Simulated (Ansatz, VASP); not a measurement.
## MgO in VASP and in Ansatz

INCAR

```
  PREC = Accurate
  ENCUT = 520
  EDIFF = 1E-6
  ISMEAR = 0
  SIGMA = 0.05
  LREAL = F
  LASPH = T
  NELM = 100
  ALGO = Normal
  ISIF = 2
  LWAVE = F
  LCHARG = F
  GGA = PE
  NBANDS = 16
```

Contents of KPOINTS:

```
regular mesh
0
Gamma
  9 9 6
```

POSCAR

```
MgO
1.0
    3.4802931548      0.0000000000      0.0000000000
   -1.7401465774      3.0140222847      0.0000000000
    0.0000000000      0.0000000000      4.3381600378
Mg O
2 2
Direct
    0.6666666667      0.3333333333      0.7500000000
    0.3333333333      0.6666666667      0.2500000000
    0.6666666667      0.3333333333      0.2500000000
    0.3333333333      0.6666666667      0.7500000000
```

Input for Ansatz:

```yaml
crystal:
  lattice:
    - [3.4802931548, 0.0, 0.0]
    - [-1.7401465774, 3.0140222847, 0.0]
    - [0.0, 0.0, 4.3381600378]
  atoms:
    - { symbol: Mg, position: [0.6666666667, 0.3333333333, 0.75] }
    - { symbol: Mg, position: [0.3333333333, 0.6666666667, 0.25] }
    - { symbol: O, position: [0.6666666667, 0.3333333333, 0.25] }
    - { symbol: O, position: [0.3333333333, 0.6666666667, 0.75] }
basis:
  ecutwfc: 520.0
kpoints:
  mp_grid: { grid: [9, 9, 6] }
hamiltonian:
  xc: pbe
  pseudopotentials: { kind: paw, azcp: { folder: soft_1 } }
scf:
  occupations: { method: gaussian, width: 0.05 }
output:
  forces: true
  stress: true
  eigenvalues: true
```

Change from the starting cell: mode 8 frozen in at +0.000 Å, strain +e along z and -e/2 along x and y +0.0233.

Alike in both runs: task single point; functional PBE; k mesh 9 × 9 × 6; occupations gaussian, width 0.05 eV; no spin polarisation.

|  | VASP | Ansatz |
| --- | --- | --- |
| version | VASP 6.6.1 | Ansatz 0.2.0 |
| potentials or method | VASP PAW PBE potentials, release 64 (Mg, O), cutoff 520 eV | scalar-relativistic, plane waves, PAW |
| valence electrons in the cell | 16 | 32 |

|  | VASP | Ansatz | Ansatz less VASP |
| --- | --- | --- | --- |
| gap on the k mesh at the Fermi level (eV) | 3.21 | 3.23 | +0.021 |
| least direct gap on the mesh (eV) | 3.21 | 3.23 | +0.021 |
| pressure (GPa) | -0.4 | 0.2 | +0.56 |
| traceless stress, the component that is largest in VASP (GPa) | -3.44 | -3.32 | +0.126 |

The functional is the same, so the differences come from potentials, cutoffs and numerics. VASP's potentials hold 16 valence electrons a cell and Ansatz's 32, so a difference there can come from the potentials and not from the codes.
